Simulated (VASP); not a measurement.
# FeCu (Cmmm) in VASP: further runs

The runs below take FeCu through single point, with PBE.

Everything below comes from runs of VASP 6.6.1. Logs are shortened: lines on timing, memory, paths and dates and some standing lists are left out, and cuts for length are marked.

## Step 1: The cell of the first run

Symmetry: Cmmm, No. 65, orthorhombic system. The conventional cell has a = 2.877 Å, b = 3.976 Å, c = 4.138 Å, α = 90.00°, β = 90.00°, γ = 90.00°. Fe (site symmetry mmm) has 6 Fe at 2.45 to 2.88 Å and 8 Cu at 2.52 to 2.87 Å within 3.2 Å. Within 3.2 Å of Cu (site symmetry mmm) lie 6 Cu at 2.45 to 2.88 Å and 8 Fe at 2.52 to 2.87 Å.

## Step 2: Single point, PBE

POSCAR reads:

```
FeCu
1.0
    1.4382720000     -1.9879340000      0.0000000000
    1.4382720000      1.9879340000      0.0000000000
    0.0000000000      0.0000000000      4.1381350000
Fe Cu
1 1
Direct
    0.0000000000      0.0000000000      0.0000000000
    0.5000000000      0.5000000000      0.5000000000
```

INCAR.step1 reads:

```
PREC = Accurate
ENCUT = 520
EDIFF = 1E-7
ISMEAR = -1
SIGMA = 0.03
LREAL = F
LASPH = T
NELM = 80
ALGO = Normal
ISIF = 2
LWAVE = F
LCHARG = T
LMAXMIX = 4
GGA = PE
NBANDS = 16
```

KPOINTS.step1 reads:

```
regular mesh
0
Gamma
  12 12 7
```

INCAR.step2 reads:

```
PREC = Accurate
ENCUT = 520
EDIFF = 1E-7
ISMEAR = -5
SIGMA = 0.03
LREAL = F
LASPH = T
NELM = 80
ALGO = Normal
ISIF = 2
LWAVE = F
LCHARG = F
LMAXMIX = 4
GGA = PE
LORBIT = 11
NEDOS = 2001
ICHARG = 11
```

KPOINTS.step2 reads:

```
regular mesh
0
Gamma
  18 18 11
```

Potentials or basis: VASP PAW PBE potentials, release 64 (Fe, Cu).

Launch:

```sh
$ cat potpaw_PBE.64/Fe/POTCAR potpaw_PBE.64/Cu/POTCAR > POTCAR
$ cp INCAR.step1 INCAR
$ cp KPOINTS.step1 KPOINTS
$ mpirun -np 1 vasp_std > vasp.out
$ cp INCAR.step2 INCAR
$ cp KPOINTS.step2 KPOINTS
$ mpirun -np 1 vasp_std > vasp.out
```

OUTCAR:

```text
PREC = Accurate
   ENCUT = 520
   EDIFF = 1E-7
   ISMEAR = -5
   LREAL = F
   LASPH = T
   NELM = 80
   ISIF = 2
   GGA = PE
   LORBIT = 11
   ICHARG = 11

 ion  position               nearest neighbor table
   1  0.000  0.000  0.000-   2 2.52   2 2.52   2 2.52   2 2.52   2 2.87   2 2.87   2 2.87   2 2.87

   2  0.500  0.500  0.500-   1 2.52   1 2.52   1 2.52   1 2.52   1 2.87   1 2.87   1 2.87   1 2.87

  LATTYP: Found a base centered orthorhombic cell.
 ALAT       =     2.8765440000
 B/A-ratio  =     1.3821683242
 C/A-ratio  =     1.4385787250

  Lattice vectors:

 A1 = (   1.4382720000,  -1.9879340000,   0.0000000000)
 A2 = (   1.4382720000,   1.9879340000,   0.0000000000)
 A3 = (   0.0000000000,   0.0000000000,   4.1381350000)

Analysis of symmetry for initial positions (statically):
=====================================================================
 Subroutine PRICEL returns:
 Original cell was already a primitive cell.

 Routine SETGRP: Setting up the symmetry group for a
 base centered orthorhombic supercell.

 Subroutine GETGRP returns: Found  8 space group operations
 (whereof  8 operations were pure point group operations)
 out of a pool of  8 trial point group operations.

The static configuration has the point symmetry D_2h.

Analysis of symmetry for dynamics (positions and initial velocities):
=====================================================================
 Subroutine PRICEL returns:
 Original cell was already a primitive cell.

 Routine SETGRP: Setting up the symmetry group for a
 base centered orthorhombic supercell.

 Subroutine GETGRP returns: Found  8 space group operations
 (whereof  8 operations were pure point group operations)
 out of a pool of  8 trial point group operations.

The dynamic configuration has the point symmetry D_2h.

 Subroutine INISYM returns: Found  8 space group operations
 (whereof  8 operations are pure point group operations),
 and found     1 'primitive' translations

----------------------------------------------------------------------------------------

                                     Primitive cell

  volume of cell :      23.6634

  direct lattice vectors                    reciprocal lattice vectors
     1.438272000 -1.987934000  0.000000000     0.347639389 -0.251517405  0.000000000
     1.438272000  1.987934000  0.000000000     0.347639389  0.251517405  0.000000000
     0.000000000  0.000000000  4.138135000     0.000000000  0.000000000  0.241654755

[... 95 lines left out ...]
   PSTRESS=    0.0 pullay stress
   NELECT =      19.0000    total number of electrons
   NUPDOWN=      -1.0000    fix difference up-down
   EMIN   =  10.00;   EMAX   =-10.00  energy-range for DOS
   EFERMI =   0.00;   METHOD = LEGACY
   ISMEAR =    -5;   SIGMA  =   0.03  broadening in eV -4-tet -1-fermi 0-gaus
   EFERMI_NEDOS =   21; number of points for ismear=-14 and -15
   IALGO  =     38    algorithm
   IMIX   =      4    mixing-type and parameters
     AMIX     =   0.40;   BMIX     =  1.00
     AMIX_MAG =   1.60;   BMIX_MAG =  1.00
  volume/ion in A,a.u.               =      11.83        79.84
  Fermi-wavevector in a.u.,A,eV,Ry     =   1.521599  2.875405 31.501064  2.315263
  Thomas-Fermi vector in A             =   2.630292
   LORBIT       =     11    0 simple, 1 ext, 2 COOP (PROOUT), +10 PAW based schemes
   GGA     = PE    functional components
   LHFCALC =     F    Hartree Fock is set to
   AEXX    =    0.0000 exact exchange contribution
   IVDW    =     0    specifies the selected vdW correction
   LEPSILON=     F    determine dielectric tensor
   LRPA    =     F    only Hartree local field effects (RPA)
 non-spin polarized calculation
 Fermi weights with tetrahedron method with Bloechl corrections
  energy-cutoff  :      520.00
  volume of cell :       23.66
 maximum number of plane-waves:       654

 number of electron      18.9999983 magnetization

 Free energy of the ion-electron system (eV)
  ---------------------------------------------------
  ext. energy  EPLUGINS =         0.00000000
  ---------------------------------------------------
  free energy    TOTEN  =       -11.01247209 eV

  energy without entropy =      -11.01247209  energy(sigma->0) =      -11.01247209

 E-fermi :   6.4316     XC(G=0): -12.8272

 val. band max:        6.4638370144   @ k =   0.4444   0.3889   0.1818
 cond. band min:       6.4198032850   @ k =  -0.2778   0.1667   0.2727
 fundamental gap:     -0.0440337293
 Fermi energy:         6.4316057473

 k-point     1 :       0.0000    0.0000    0.0000
  band No.  band energies     occupation
      1      -2.2978      2.00000
      2       1.7848      2.00000
      3       2.8328      2.00000
      4       3.8811      2.00000
      5       4.0216      2.00000
      6       4.4251      2.00000
      7       4.4494      2.00000
      8       4.6986      2.00000
      9       6.1588      2.00000
     10       6.4629      0.09113
     11       6.7109      0.00000
     12       6.8338      0.00000
     13      12.1168      0.00000
[... 354 lines left out ...]
  band No.  band energies     occupation
      1      -1.0117      2.00000
      2       2.4224      2.00000
      3       3.0637      2.00000
      4       3.3869      2.00000
      5       3.9747      2.00000
      6       3.9957      2.00000
      7       4.5458      2.00000
      8       5.1219      2.00000
      9       5.2327      2.00000
     10       6.2646      2.14248
     11       6.6904      0.00000
     12       9.5707      0.00000
     13      12.4148      0.00000

 [... further k-points ...]
[... 5 lines left out ...]
  --------------------------------------------------------------------------------------
  -------------------------------------------------------------------------------------
  Total       -1.8650034     -1.8191595     -0.4477038     -0.0000000      0.0000000      0.0000000
  in kB     -126.2736040   -123.1696556    -30.3126382     -0.0000000      0.0000000      0.0000000
  external PRESSURE =     -93.2519659 kB  Pullay stress =       0.0000000 kB

 VOLUME and BASIS-vectors are now :
 -----------------------------------------------------------------------------
  energy-cutoff  :      520.00
  volume of cell :       23.66
      direct lattice vectors                 reciprocal lattice vectors
     1.438272000 -1.987934000  0.000000000     0.347639389 -0.251517405  0.000000000
     1.438272000  1.987934000  0.000000000     0.347639389  0.251517405  0.000000000
     0.000000000  0.000000000  4.138135000     0.000000000  0.000000000  0.241654755

 POSITION                                       TOTAL-FORCE (eV/Angst)
 -----------------------------------------------------------------------------------
      0.00000      0.00000      0.00000        -0.000000     -0.000000      0.000000
      1.43827      0.00000      2.06907         0.000000      0.000000      0.000000
 -----------------------------------------------------------------------------------
    total drift:                               -0.000000     -0.000000     -0.000000

  FREE ENERGIE OF THE ION-ELECTRON SYSTEM (eV)
  ---------------------------------------------------
  free  energy   TOTEN  =       -11.0124720913 eV

  energy  without entropy=      -11.0124720913  energy(sigma->0) =      -11.01247209

 total charge

# of ion       s       p       d       tot
------------------------------------------
    1        0.445   0.448   6.248   7.141
    2        0.455   0.426   9.148  10.030
--------------------------------------------------
tot          0.900   0.874  15.396  17.170
```

OUTCAR.step1:

```text
PREC = Accurate
   ENCUT = 520
   EDIFF = 1E-7
   ISMEAR = -1
   LREAL = F
[... 680 lines left out ...]
      0.00000      0.00000      0.00000        -0.000000      0.000000      0.000000
      1.43827      0.00000      2.06907         0.000000     -0.000000      0.000000
 -----------------------------------------------------------------------------------
    total drift:                               -0.000000     -0.000000     -0.000000

  FREE ENERGIE OF THE ION-ELECTRON SYSTEM (eV)
  ---------------------------------------------------
  free  energy   TOTEN  =       -11.0216414305 eV

  energy  without entropy=      -11.0052451113  energy(sigma->0) =      -11.01344327
```

It took 81 s on 1 thread of AMD EPYC 9R45 (Zen 5), shared host; peak memory 0.28 GiB.

Results:

```
Valence electrons inside the program's atomic spheres : Fe 7.14; Cu 10.03
```

Caveat: the run has no spin polarisation, though such a crystal can be magnetic; tetrahedron occupations give inexact forces and stress in metals.

## Step 3: Single point, PBE, collinear spin, ferromagnetic start

POSCAR is that of step 2.

INCAR.step1 reads:

```
ALGO = Normal
EDIFF = 1E-6
ENCUT = 520
GGA = PE
ISIF = 2
ISMEAR = -1
ISPIN = 2
LASPH = True
LCHARG = True
LMAXMIX = 4
LREAL = False
LWAVE = False
MAGMOM = 2.6 0
NBANDS = 20
NELM = 150
PREC = Accurate
SIGMA = 0.03
```

KPOINTS.step1 reads:

```
k-points
0
Gamma
  12 12 7
```

INCAR.step2 reads:

```
ALGO = Normal
EDIFF = 1E-6
ENCUT = 520
GGA = PE
ICHARG = 11
ISIF = 2
ISMEAR = -5
ISPIN = 2
LASPH = True
LCHARG = False
LMAXMIX = 4
LORBIT = 10
LREAL = False
LWAVE = False
MAGMOM = 2.6 0
NEDOS = 1001
NELM = 150
PREC = Accurate
SIGMA = 0.03
```

KPOINTS.step2 reads:

```
k-points
0
Gamma
  18 18 11
```

Potentials or basis: VASP PAW PBE potentials, release 64 (Fe, Cu).

Launch:

```sh
$ cat potpaw_PBE.64/Fe/POTCAR potpaw_PBE.64/Cu/POTCAR > POTCAR
$ cp INCAR.step1 INCAR
$ cp KPOINTS.step1 KPOINTS
$ mpirun -np 1 vasp_std > vasp.out
$ cp INCAR.step2 INCAR
$ cp KPOINTS.step2 KPOINTS
$ mpirun -np 1 vasp_std > vasp.out
```

OUTCAR:

```text
EDIFF = 1E-6
   ENCUT = 520
   GGA = PE
   ICHARG = 11
   ISIF = 2
   ISMEAR = -5
   ISPIN = 2
   LASPH = True
   LORBIT = 10
   LREAL = False
   NELM = 150
   PREC = Accurate

 ion  position               nearest neighbor table
   1  0.000  0.000  0.000-   2 2.52   2 2.52   2 2.52   2 2.52   2 2.87   2 2.87   2 2.87   2 2.87

   2  0.500  0.500  0.500-   1 2.52   1 2.52   1 2.52   1 2.52   1 2.87   1 2.87   1 2.87   1 2.87

  LATTYP: Found a base centered orthorhombic cell.
 ALAT       =     2.8765440000
 B/A-ratio  =     1.3821683242
 C/A-ratio  =     1.4385787250

  Lattice vectors:

[... 1033 lines left out ...]

 VOLUME and BASIS-vectors are now :
 -----------------------------------------------------------------------------
  energy-cutoff  :      520.00
  volume of cell :       23.66
      direct lattice vectors                 reciprocal lattice vectors
     1.438272000 -1.987934000  0.000000000     0.347639389 -0.251517405  0.000000000
     1.438272000  1.987934000  0.000000000     0.347639389  0.251517405  0.000000000
     0.000000000  0.000000000  4.138135000     0.000000000  0.000000000  0.241654755

 POSITION                                       TOTAL-FORCE (eV/Angst)
 -----------------------------------------------------------------------------------
      0.00000      0.00000      0.00000        -0.000000      0.000000      0.000000
      1.43827      0.00000      2.06907         0.000000     -0.000000      0.000000
 -----------------------------------------------------------------------------------
    total drift:                               -0.000000     -0.000000     -0.000000

  FREE ENERGIE OF THE ION-ELECTRON SYSTEM (eV)
  ---------------------------------------------------
  free  energy   TOTEN  =       -11.6245466694 eV

  energy  without entropy=      -11.6245466694  energy(sigma->0) =      -11.62454667

 total charge

# of ion       s       p       d       tot
------------------------------------------
    1        0.454   0.460   6.209   7.123
    2        0.470   0.440   9.138  10.047
--------------------------------------------------
tot          0.924   0.900  15.347  17.170

 magnetization (x)

# of ion       s       p       d       tot
------------------------------------------
    1        0.003  -0.012   2.545   2.536
    2       -0.016  -0.047   0.122   0.059
--------------------------------------------------
tot         -0.014  -0.058   2.666   2.594
```

OUTCAR.step1:

```text
EDIFF = 1E-6
   ENCUT = 520
   GGA = PE
   ISIF = 2
   ISMEAR = -1
[... 1348 lines left out ...]
 -----------------------------------------------------------------------------------
      0.00000      0.00000      0.00000         0.000000     -0.000000      0.000000
      1.43827      0.00000      2.06907        -0.000000      0.000000      0.000000
 -----------------------------------------------------------------------------------
    total drift:                               -0.000000     -0.000000     -0.000000

  FREE ENERGIE OF THE ION-ELECTRON SYSTEM (eV)
  ---------------------------------------------------
  free  energy   TOTEN  =       -11.6265246317 eV

  energy  without entropy=      -11.6209912533  energy(sigma->0) =      -11.62375794
```

Wall time 1.9 min (1 thread of Intel Xeon 6975P-C (Granite Rapids), shared host); peak memory 0.41 GiB.

What came out:

```
Net moment                                            : 2.61 μB per cell
Site moments                                          : Fe +2.54; Cu +0.06 μB
Valence electrons inside the program's atomic spheres : Fe 7.12; Cu 10.05
```

Levels at points of the mesh, in eV from the Fermi level:
Spin up:
| k point | band 8 | band 9 | band 10 | band 11 | band 12 | band 13 | band 14 |
| --- | --- | --- | --- | --- | --- | --- | --- |
| (0.00, 0.00, 0.00) | -2.29 | -1.33 | -1.33 | -0.95 | -0.62 | 4.99 | 17.80 |
| (0.50, 0.00, 0.00) | -2.20 | -1.51 | -1.01 | 0.43 | 1.60 | 9.04 | 9.22 |
| (0.50, 0.50, 0.00) | -1.29 | -1.05 | 0.07 | 0.11 | 5.78 | 8.54 | 8.67 |
Spin down:
```
           k point  band 4  band 5  band 6  band 7  band 8  band 9  band 10  band 11  band 12  band 13
(0.00, 0.00, 0.00)   -2.65   -2.46   -2.19   -1.46   -1.12   -0.54     1.43     1.50     1.71     5.99
(0.50, 0.00, 0.00)   -3.24   -2.33   -2.09   -1.84   -1.45    0.56     1.37     1.82     3.38     9.31
(0.50, 0.50, 0.00)   -3.39   -1.53   -1.02    0.05    0.08    0.80     0.92     2.42     6.69     8.64
```

Caveat: tetrahedron occupations give inexact forces and stress in metals.
